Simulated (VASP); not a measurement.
# ZnAu in VASP: further runs

ZnAu is run at these levels: PBEsol; tasks: electric field gradients.

Everything below comes from runs of VASP 6.6.1. Logs are shortened: lines on timing, memory, paths and dates and some standing lists are left out, and cuts for length are marked.

## Step 1: The cell of the first run

Symmetry: Pm-3m, No. 221, cubic system. Conventional cell: a = 3.188 Å, b = 3.188 Å, c = 3.188 Å, α = 90.00°, β = 90.00°, γ = 90.00°. Zn (site symmetry m-3m) has 8 Au at 2.76 Å and 6 Zn at 3.19 Å within 3.6 Å. Within 3.6 Å of Au (site symmetry m-3m) lie 8 Zn at 2.76 Å and 6 Au at 3.19 Å.

## Step 2: Electric field gradients, PBEsol (volume scaled by 1.04)

Contents of INCAR:

```
  PREC = Accurate
  ENCUT = 520
  EDIFF = 1E-8
  ISMEAR = -1
  SIGMA = 0.05
  LREAL = False
  LASPH = True
  NELM = 60
  ALGO = Normal
  ISIF = 2
  LWAVE = False
  LCHARG = False
  GGA = PS
  LEFG = True
  NBANDS = 18
```

Contents of KPOINTS:

```
regular mesh
0
Gamma
  13 13 13
```

Contents of POSCAR:

```
ZnAu
1.0
    3.1884126438      0.0000000000      0.0000000000
    0.0000000000      3.1884126438      0.0000000000
    0.0000000000      0.0000000000      3.1884126438
Zn Au
1 1
Direct
    0.5000000000      0.5000000000      0.5000000000
    0.0000000000      0.0000000000      0.0000000000
```

Potentials or basis: VASP PAW PBE potentials, release 64 (Zn, Au).

Launch:

```bash
$ cat potpaw_PBE.64/Zn/POTCAR potpaw_PBE.64/Au/POTCAR > POTCAR
$ mpirun -np 1 vasp_std > vasp.out
```

OUTCAR:

```text
PREC = Accurate
   ENCUT = 520
   EDIFF = 1E-8
   ISMEAR = -1
   LREAL = False
   LASPH = True
   NELM = 60
   ISIF = 2
   GGA = PS

 ion  position               nearest neighbor table
   1  0.500  0.500  0.500-   2 2.76   2 2.76   2 2.76   2 2.76   2 2.76   2 2.76   2 2.76   2 2.76

   2  0.000  0.000  0.000-   1 2.76   1 2.76   1 2.76   1 2.76   1 2.76   1 2.76   1 2.76   1 2.76

  LATTYP: Found a simple cubic cell.
 ALAT       =     3.1884126438

  Lattice vectors:

 A1 = (   3.1884126438,   0.0000000000,   0.0000000000)
 A2 = (   0.0000000000,   3.1884126438,   0.0000000000)
 A3 = (   0.0000000000,   0.0000000000,   3.1884126438)

Analysis of symmetry for initial positions (statically):
=====================================================================
 Subroutine PRICEL returns:
 Original cell was already a primitive cell.

 Routine SETGRP: Setting up the symmetry group for a
 simple cubic supercell.

 Subroutine GETGRP returns: Found 48 space group operations
 (whereof 48 operations were pure point group operations)
 out of a pool of 48 trial point group operations.

The static configuration has the point symmetry O_h .

Analysis of symmetry for dynamics (positions and initial velocities):
=====================================================================
 Subroutine PRICEL returns:
 Original cell was already a primitive cell.

 Routine SETGRP: Setting up the symmetry group for a
 simple cubic supercell.

 Subroutine GETGRP returns: Found 48 space group operations
 (whereof 48 operations were pure point group operations)
 out of a pool of 48 trial point group operations.

The dynamic configuration has the point symmetry O_h .

 Subroutine INISYM returns: Found 48 space group operations
 (whereof 48 operations are pure point group operations),
 and found     1 'primitive' translations

----------------------------------------------------------------------------------------

                                     Primitive cell

  volume of cell :      32.4133

  direct lattice vectors                    reciprocal lattice vectors
[... 115 lines left out ...]
   IVDW    =     0    specifies the selected vdW correction
   LEPSILON=     F    determine dielectric tensor
   LRPA    =     F    only Hartree local field effects (RPA)
 non-spin polarized calculation
  energy-cutoff  :      520.00
  volume of cell :       32.41
 maximum number of plane-waves:       895
 NGX is ok and might be reduce to    24
   NGX = 11   NGY = 11   NGZ = 11

 number of electron      23.0000041 magnetization

 Free energy of the ion-electron system (eV)
  ---------------------------------------------------
  ext. energy  EPLUGINS =         0.00000000
  ---------------------------------------------------
  free energy    TOTEN  =        -5.91465005 eV

  energy without entropy =       -5.90819750  energy(sigma->0) =       -5.91142377

 E-fermi :   6.4440     XC(G=0): -12.3130

 val. band max:        6.4150290979   @ k =   0.4615   0.3846   0.2308
 cond. band min:       6.4496339042   @ k =   0.4615   0.3077   0.3077
 fundamental gap:      0.0346048064
 Fermi energy:         6.4439744122

 k-point     1 :       0.0000    0.0000    0.0000
  band No.  band energies     occupation
      1      -3.8627      2.00000
      2      -1.4755      2.00000
      3      -1.4755      2.00000
      4      -0.8628      2.00000
      5      -0.8628      2.00000
      6      -0.8628      2.00000
[... 481 lines left out ...]
      5      -0.7613      2.00000
      6       0.0150      2.00000
[... 10 lines left out ...]
     17      20.0599      0.00000
     18      20.1874      0.00000

 [... further k-points ...]
[... 5 lines left out ...]
  --------------------------------------------------------------------------------------
  -------------------------------------------------------------------------------------
  Total       -1.3802053     -1.3802053     -1.3802053     -0.0000000     -0.0000000      0.0000000
  in kB      -68.2229841    -68.2229841    -68.2229841     -0.0000000     -0.0000000      0.0000000
  external PRESSURE =     -68.2229841 kB  Pullay stress =       0.0000000 kB

 VOLUME and BASIS-vectors are now :
 -----------------------------------------------------------------------------
  energy-cutoff  :      520.00
  volume of cell :       32.41
      direct lattice vectors                 reciprocal lattice vectors
     3.188412644  0.000000000  0.000000000     0.313635690  0.000000000  0.000000000
     0.000000000  3.188412644  0.000000000     0.000000000  0.313635690  0.000000000
     0.000000000  0.000000000  3.188412644     0.000000000  0.000000000  0.313635690

 POSITION                                       TOTAL-FORCE (eV/Angst)
 -----------------------------------------------------------------------------------
      1.59421      1.59421      1.59421         0.000000      0.000000      0.000000
      0.00000      0.00000      0.00000         0.000000      0.000000      0.000000
 -----------------------------------------------------------------------------------
    total drift:                                0.000000      0.000000     -0.000000

  FREE ENERGIE OF THE ION-ELECTRON SYSTEM (eV)
  ---------------------------------------------------
  free  energy   TOTEN  =        -5.9146500497 eV

  energy  without entropy=       -5.9081974962  energy(sigma->0) =       -5.91142377

 Electric field gradients (V/A^2)
---------------------------------------------------------------------
 ion       V_xx      V_yy      V_zz      V_xy      V_xz      V_yz
---------------------------------------------------------------------
   1      -0.000    -0.000    -0.000     0.000     0.000     0.000
   2      -0.000    -0.000     0.000    -0.000    -0.000    -0.000
---------------------------------------------------------------------

 Electric field gradients after diagonalization (V/A^2)
 (convention: |V_zz| > |V_xx| > |V_yy|)
----------------------------------------------------------------------
 ion       V_xx      V_yy      V_zz     asymmetry (V_yy - V_xx)/ V_zz
----------------------------------------------------------------------
   1      -0.000    -0.000    -0.000      -0.610
   2      -0.000    -0.000     0.000       0.036
----------------------------------------------------------------------

           NMR quadrupolar parameters

 Cq : quadrupolar parameter    Cq=e*Q*V_zz/h
 eta: asymmetry parameters     (V_yy - V_xx)/ V_zz
 Q  : nuclear electric quadrupole moment in mb (millibarn)
----------------------------------------------------------------------
 ion       Cq(MHz)       eta       Q (mb)
----------------------------------------------------------------------
   1      -0.000      -0.610       1.000
   2       0.000       0.036       1.000
----------------------------------------------------------------------
```

OSZICAR:

```text
N       E                     dE             d eps       ncg     rms          rms(c)
DAV:   1     0.128384803403E+03    0.12838E+03   -0.11461E+04  3112   0.163E+03
DAV:   2    -0.121240726111E+01   -0.12960E+03   -0.12324E+03  3068   0.310E+02
DAV:   3    -0.642164143994E+01   -0.52092E+01   -0.51692E+01  3336   0.676E+01
DAV:   4    -0.646599758766E+01   -0.44356E-01   -0.44338E-01  3330   0.554E+00
DAV:   5    -0.646648608489E+01   -0.48850E-03   -0.48849E-03  3248   0.621E-01    0.786E+00
DAV:   6    -0.595062078692E+01    0.51587E+00   -0.15570E+00  3290   0.144E+01    0.494E+00
DAV:   7    -0.592455201238E+01    0.26069E-01   -0.31766E-02  4148   0.314E+00    0.271E+00
DAV:   8    -0.591462693678E+01    0.99251E-02   -0.86952E-03  3248   0.994E-01    0.139E-01
DAV:   9    -0.591464654478E+01   -0.19608E-04   -0.40038E-04  3532   0.242E-01    0.688E-02
DAV:  10    -0.591465003538E+01   -0.34906E-05   -0.32993E-05  3590   0.612E-02    0.172E-02
DAV:  11    -0.591465017269E+01   -0.13731E-06   -0.39351E-06  3310   0.282E-02    0.451E-03
DAV:  12    -0.591465008318E+01    0.89509E-07   -0.56397E-08  3616   0.568E-03    0.156E-03
DAV:  13    -0.591465004577E+01    0.37413E-07   -0.15976E-08  1924   0.171E-03    0.796E-05
DAV:  14    -0.591465004972E+01   -0.39477E-08   -0.21875E-09  1628   0.522E-04
   1 F= -.59146500E+01 E0= -.59114238E+01  d E =-.645255E-02
```

stdout:

```text
POSCAR found type information on POSCAR ZnAu
 POSCAR found :  2 types and       2 ions
 scaLAPACK will be used
 -----------------------------------------------------------------------------
|                                                                             |
|                                                                             |
|     You enforced a specific xc type in the INCAR file but a different       |
|     I HOPE YOU KNOW WHAT YOU ARE DOING!                                     |
|                                                                             |
 -----------------------------------------------------------------------------

 LDA part: xc-table for (Slater+PW92), standard interpolation
 POSCAR, INCAR and KPOINTS ok, starting setup
 FFT: planning ... GRIDC
 FFT: planning ... GRID_SOFT
 FFT: planning ... GRID
 WAVECAR not read
 entering main loop
ion   1

ion   2
```

It took 23 s on 1 thread of Intel Xeon Platinum 8488C (Sapphire Rapids), shared host; peak memory 0.17 GiB.

Results:

```yaml
Free_energy: -5.9147 eV
Pressure: -6.8 GPa
```

Caveat: without QUAD_EFG the Cq values of the log hold for a quadrupole moment of 1 mb, not for the nuclei; the PAW data sets were made with another functional, which shifts forces and pressure a little; spin-orbit coupling is left out, which moves the levels of the heavy elements.

(Part 1 of 2 ends here.)
